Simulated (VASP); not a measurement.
# LuTl2ClO4 (P4/mmm) in VASP: a series of runs, part 2 of 2

VASP 6.6.1. The steps go on from the part before.

### 3 Single point, PBE

Contents of INCAR:

```
SYSTEM = LuTl2ClO4
  PREC = Accurate
  ENCUT = 600
  EDIFF = 1E-6
  ISMEAR = -1
  SIGMA = 0.0146
  LREAL = .False.
  LASPH = .True.
  NELM = 120
  ALGO = Normal
  ISIF = 2
  LWAVE = .False.
  LCHARG = .True.
  GGA = PE
  LELF = .True.
  LVHAR = .True.
  NBANDS = 51
  ISYM = 0
  GGA_COMPAT = .False.
```

Contents of KPOINTS:

```
regular mesh
0
Gamma
  5 5 2
  0 0 0
```

Contents of POSCAR:

```
LuTl2ClO4
1.0
    3.8154370000      0.0000000000      0.0000000000
    0.0000000000      3.8154370000      0.0000000000
    0.0000000000      0.0000000000      8.8380170000
Cl Lu O Tl
1 1 4 2
Direct
    0.0000000000      0.0000000000      0.5000000000
    0.0000000000      0.0000000000      0.0000000000
    0.5000000000      0.0000000000      0.8480000000
    0.0000000000      0.5000000000      0.8480000000
    0.5000000000      0.0000000000      0.1520000000
    0.0000000000      0.5000000000      0.1520000000
    0.5000000000      0.5000000000      0.7193000000
    0.5000000000      0.5000000000      0.2807000000
```

Potentials or basis: VASP PAW PBE potentials, release 64 (Cl, Lu, O, Tl_d).

Command:

```
> cat potpaw_PBE.64/Cl/POTCAR potpaw_PBE.64/Lu/POTCAR potpaw_PBE.64/O/POTCAR potpaw_PBE.64/Tl_d/POTCAR > POTCAR
> mpirun -np 1 vasp_std > vasp.out
```

OUTCAR:

```text
SYSTEM = LuTl2ClO4
   PREC = Accurate
   ENCUT = 600
   EDIFF = 1E-6
   ISMEAR = -1
   LREAL = .False.
   LASPH = .True.
   NELM = 120
   ISIF = 2
   GGA = PE
   ISYM = 0

 ion  position               nearest neighbor table
   1  0.000  0.000  0.500-   7 3.32   8 3.32   7 3.32   8 3.32   7 3.32   8 3.32   7 3.32   8 3.32

   2  0.000  0.000  0.000-   3 2.33   4 2.33   5 2.33   6 2.33   4 2.33   6 2.33   3 2.33   5 2.33
                             7 3.67   8 3.67   7 3.67   8 3.67   7 3.67   8 3.67   7 3.67   8 3.67
   3  0.500  0.000  0.848-   7 2.22   7 2.22   2 2.33   2 2.33
   4  0.000  0.500  0.848-   7 2.22   7 2.22   2 2.33   2 2.33
   5  0.500  0.000  0.152-   8 2.22   8 2.22   2 2.33   2 2.33
   6  0.000  0.500  0.152-   8 2.22   8 2.22   2 2.33   2 2.33
   7  0.500  0.500  0.719-   3 2.22   4 2.22   3 2.22   4 2.22   1 3.32   1 3.32   1 3.32   1 3.32
                             2 3.67   2 3.67   2 3.67   2 3.67   8 3.88
   8  0.500  0.500  0.281-   5 2.22   6 2.22   5 2.22   6 2.22   1 3.32   1 3.32   1 3.32   1 3.32
                             2 3.67   2 3.67   2 3.67   2 3.67   7 3.88

IMPORTANT INFORMATION: All symmetrisations will be switched off!
NOSYMM: (Re-)initialisation of all symmetry stuff for point group C_1.

----------------------------------------------------------------------------------------

                                     Primitive cell

  volume of cell :     128.6600

  direct lattice vectors                    reciprocal lattice vectors
     3.815437000  0.000000000  0.000000000     0.262093176  0.000000000  0.000000000
     0.000000000  3.815437000  0.000000000     0.000000000  0.262093176  0.000000000
     0.000000000  0.000000000  8.838017000     0.000000000  0.000000000  0.113147553

  length of vectors
     3.815437000  3.815437000  8.838017000     0.262093176  0.262093176  0.113147553

  position of ions in fractional coordinates (direct lattice)
     0.000000000  0.000000000  0.500000000
     0.000000000  0.000000000  0.000000000
     0.500000000  0.000000000  0.848000000
     0.000000000  0.500000000  0.848000000
     0.500000000  0.000000000  0.152000000
     0.000000000  0.500000000  0.152000000
     0.500000000  0.500000000  0.719300000
     0.500000000  0.500000000  0.280700000

  ion indices of the primitive-cell ions
   primitive index   ion index
                 1           1
                 2           2
                 3           3
                 4           4
                 5           5
                 6           6
                 7           7
                 8           8

----------------------------------------------------------------------------------------

 KPOINTS: regular mesh

Automatic generation of k-mesh.
 Grid dimensions read from file:
 generate k-points for:    5    5    2

 Generating k-lattice:

  Cartesian coordinates                     Fractional coordinates (reciprocal lattice)
     0.052418635  0.000000000  0.000000000     0.200000000  0.000000000  0.000000000
     0.000000000  0.052418635  0.000000000     0.000000000  0.200000000  0.000000000
     0.000000000  0.000000000  0.056573777     0.000000000  0.000000000  0.500000000

  Length of vectors
     0.052418635  0.052418635  0.056573777

  Shift w.r.t. Gamma in fractional coordinates (k-lattice)
     0.000000000  0.000000000  0.000000000

 Subroutine IBZKPT returns following result:
 ===========================================

 Found     26 irreducible k-points:

 Following reciprocal coordinates:
            Coordinates               Weight
  0.000000  0.000000  0.000000      1.000000
  0.200000  0.000000  0.000000      2.000000
  0.000000  0.200000  0.000000      2.000000
  0.400000  0.000000  0.000000      2.000000
  0.000000  0.400000  0.000000      2.000000
  0.200000  0.200000  0.000000      2.000000
[... 16 lines left out ...]
 -0.400000  0.200000  0.500000      2.000000
  0.200000  0.400000  0.500000      2.000000
 [... further k-points ...]
   k-points           NKPTS =     26   k-points in BZ     NKDIM =     26   number of bands    NBANDS=     51
   number of dos      NEDOS =    301   number of ions     NIONS =      8
   total plane-waves  NPLWV =  64800
   dimension x,y,z NGX =    30 NGY =   30 NGZ =   72
   dimension x,y,z NGXF=    60 NGYF=   60 NGZF=  144
   ions per type =               1   1   4   2
   NGX,Y,Z   is equivalent  to a cutoff of  13.07, 13.07, 13.54 a.u.
   NGXF,Y,Z  is equivalent  to a cutoff of  26.14, 26.14, 27.09 a.u.
 SYSTEM =  LuTl2ClO4
   PREC   = accura    normal or accurate (medium, high low for compatibility)
   ISTART =      0    job   : 0-new  1-cont  2-samecut
   ICHARG =      2    charge: 1-file 2-atom 10-const
   ISPIN  =      1    spin polarized calculation?
   LNONCOLLINEAR =      F non collinear calculations
   LSORBIT =      F    spin-orbit coupling
   LASPH  =      T    aspherical Exc in radial PAW
   ENCUT  =  600.0 eV  44.10 Ry    6.64 a.u.   7.62  7.62 17.65*2*pi/ulx,y,z
   NELM   =    120;   NELMIN=  2; NELMDL= -5     # of ELM steps
   EDIFF  = 0.1E-05   stopping-criterion for ELM
   LREAL  =      F    real-space projection
   EDIFFG = 0.1E-04   stopping-criterion for IOM
   NSW    =      0    number of steps for IOM
   IBRION =     -1    ionic relax: 0-MD 1-quasi-New 2-CG
   NFREE  =      0    steps in history (QN), initial steepest desc. (CG)
   ISIF   =      2    stress and relaxation
   ISYM   =      0    0-nonsym 1-usesym 2-fastsym
   POTIM  = 0.5000    time-step for ionic-motion
   TEBEG  =    0.0;   TEEND  =   0.0 temperature during run
   PSTRESS=    0.0 pullay stress
   NELECT =      82.0000    total number of electrons
   NUPDOWN=      -1.0000    fix difference up-down
   EMIN   =  10.00;   EMAX   =-10.00  energy-range for DOS
   EFERMI =   0.00;   METHOD = LEGACY
   ISMEAR =    -1;   SIGMA  =   0.01  broadening in eV -4-tet -1-fermi 0-gaus
   EFERMI_NEDOS =   21; number of points for ismear=-14 and -15
   IALGO  =     38    algorithm
   IMIX   =      4    mixing-type and parameters
     AMIX     =   0.40;   BMIX     =  1.00
     AMIX_MAG =   1.60;   BMIX_MAG =  1.00
  volume/ion in A,a.u.               =      16.08       108.53
  Fermi-wavevector in a.u.,A,eV,Ry     =   1.408851  2.662342 27.005665  1.984860
  Thomas-Fermi vector in A             =   2.530966
   LORBIT       =      0    0 simple, 1 ext, 2 COOP (PROOUT), +10 PAW based schemes
   GGA     = PE    functional components
   LHFCALC =     F    Hartree Fock is set to
   AEXX    =    0.0000 exact exchange contribution
   IVDW    =     0    specifies the selected vdW correction
   LEPSILON=     F    determine dielectric tensor
   LRPA    =     F    only Hartree local field effects (RPA)
 non-spin polarized calculation
  energy-cutoff  :      600.00
  volume of cell :      128.66
 maximum number of plane-waves:      4313
   NGX = 15   NGY = 15   NGZ = 35

 number of electron      82.0000038 magnetization

 Free energy of the ion-electron system (eV)
  ---------------------------------------------------
  ext. energy  EPLUGINS =         0.00000000
  ---------------------------------------------------
  free energy    TOTEN  =       -41.01660940 eV

  energy without entropy =      -41.01520038  energy(sigma->0) =      -41.01590489

 E-fermi :   3.5246     XC(G=0): -10.5607

 val. band max:        3.5087978981   @ k =   0.4000   0.4000   0.5000
 cond. band min:       3.6109571623   @ k =   0.2000   0.0000   0.0000
 fundamental gap:      0.1021592642
 Fermi energy:         3.5246304792

 k-point     1 :       0.0000    0.0000    0.0000
  band No.  band energies     occupation
      1     -50.1666      2.00000
      2     -21.0004      2.00000
      3     -20.8611      2.00000
      4     -20.8611      2.00000
      5     -14.2734      2.00000
      6     -13.5216      2.00000
[... 43 lines left out ...]
     50      11.7921      0.00000
     51      12.9724      0.00000
[... 1240 lines left out ...]
     50      12.0246      0.00000
     51      12.1983      0.00000

 [... further k-points ...]

------------------------ aborting loop because EDIFF is reached ----------------------------------------

  FORCE on cell =-STRESS in cart. coord.  units (eV):
  Direction    XX          YY          ZZ          XY          YZ          ZX
  --------------------------------------------------------------------------------------
  -------------------------------------------------------------------------------------
  Total        4.9861043      4.9859618     -1.2033718     -0.0000006      0.0000004      0.0000056
  in kB       62.0909828     62.0892085    -14.9853545     -0.0000075      0.0000048      0.0000691
  external PRESSURE =      36.3982790 kB  Pullay stress =       0.0000000 kB

 VOLUME and BASIS-vectors are now :
 -----------------------------------------------------------------------------
  energy-cutoff  :      600.00
  volume of cell :      128.66
      direct lattice vectors                 reciprocal lattice vectors
     3.815437000  0.000000000  0.000000000     0.262093176  0.000000000  0.000000000
     0.000000000  3.815437000  0.000000000     0.000000000  0.262093176  0.000000000
     0.000000000  0.000000000  8.838017000     0.000000000  0.000000000  0.113147553

 POSITION                                       TOTAL-FORCE (eV/Angst)
 -----------------------------------------------------------------------------------
      0.00000      0.00000      4.41901        -0.000000     -0.000000     -0.000034
      0.00000      0.00000      0.00000        -0.000000      0.000002     -0.000015
      1.90772      0.00000      7.49464        -0.000001     -0.000001     -0.129558
      0.00000      1.90772      7.49464         0.000001     -0.000000     -0.129575
      1.90772      0.00000      1.34338         0.000001     -0.000000      0.129661
      0.00000      1.90772      1.34338        -0.000000      0.000001      0.129542
      1.90772      1.90772      6.35719        -0.000001     -0.000001      0.211829
      1.90772      1.90772      2.48083         0.000001     -0.000000     -0.211850
 -----------------------------------------------------------------------------------
    total drift:                               -0.000003      0.000003      0.000028

  FREE ENERGIE OF THE ION-ELECTRON SYSTEM (eV)
  ---------------------------------------------------
  free  energy   TOTEN  =       -41.0166093994 eV

  energy  without entropy=      -41.0152003820  energy(sigma->0) =      -41.01590489
```

Wall time 4.9 min (1 thread of Intel Xeon 8259CL, shared host); peak memory 0.35 GiB.

What came out:

- Free energy: -41.0166 eV
- Pressure: 3.6 GPa
- Largest force: 0.212 eV/Å
- Band gap on the k mesh: zero (bands 41 and 42 overlap by 0.11 eV)

Forces in eV/Å, atoms in the order of the input:
```
Cl   0.000  0.000  0.000
Lu   0.000  0.000  0.000
O    0.000  0.000 -0.130
O    0.000  0.000 -0.130
O    0.000  0.000  0.130
O    0.000  0.000  0.130
Tl   0.000  0.000  0.212
Tl   0.000  0.000 -0.212
```

Levels at points of the mesh, in eV from the Fermi level:
```csv
k point,band 37,band 38,band 39,band 40,band 41,band 42,band 43,band 44,band 45,band 46
"(0.00, 0.00, 0.00)",-1.09,-0.68,-0.68,-0.36,-0.36,-0.12,1.70,4.10,5.94,6.73
"(0.00, 0.00, 0.50)",-0.66,-0.66,-0.36,-0.36,-0.12,0.47,0.51,5.18,5.88,6.47
```

Caveat: the stress differs along the axes, from -1 to 6 GPa; spin-orbit coupling is left out, which moves the levels of the heavy elements.

### 4 Single point, PBE

Contents of INCAR:

```
  PREC = Accurate
  ENCUT = 600
  EDIFF = 1E-6
  ISMEAR = -1
  SIGMA = 0.0146
  LREAL = False
  LASPH = True
  NELM = 120
  ALGO = Normal
  ISIF = 2
  LWAVE = False
  LCHARG = False
  GGA = PE
  NBANDS = 51
  GGA_COMPAT = False
```

Contents of KPOINTS:

```
Automatic mesh
0
Gamma
  8 8 3
  0.5 0.5 0.5
```

POSCAR is that of step 3.

Command:

```
> cat potpaw_PBE.64/Cl/POTCAR potpaw_PBE.64/Lu/POTCAR potpaw_PBE.64/O/POTCAR potpaw_PBE.64/Tl_d/POTCAR > POTCAR
> mpirun -np 1 vasp_std > vasp.out
```

Run time: 3.1 min. Hardware: 1 thread of Intel Xeon 8259CL, shared host; peak memory 0.32 GiB.

It converged, with:

```
Free energy            : -41.0014 eV
Pressure               : 3.8 GPa
Largest force          : 0.295 eV/Å
Band gap on the k mesh : zero (bands 41 and 42 overlap by 0.15 eV)
```

Forces on the atoms (eV/Å):
```
Cl   0.000  0.000  0.000
Lu   0.000  0.000  0.000
O    0.000  0.000 -0.132
O    0.000  0.000 -0.132
O    0.000  0.000  0.132
O    0.000  0.000  0.132
Tl   0.000  0.000  0.295
Tl   0.000  0.000 -0.295
```

Stress tensor (GPa, compression positive):
```
 6.36  0.00  0.00
 0.00  6.36  0.00
 0.00  0.00 -1.38
```

Levels at points of the mesh, in eV from the Fermi level:
```
           k point  band 38  band 39  band 40  band 41  band 42  band 43  band 44  band 45
(0.06, 0.06, 0.17)    -0.71    -0.69    -0.34    -0.28    -0.12     1.55     4.52     6.08
```

Caveat: the stress differs along the axes, from -1 to 6 GPa; spin-orbit coupling is left out, which moves the levels of the heavy elements.

The gap in the log of VASP goes by the Fermi energy; the results here count the filled bands.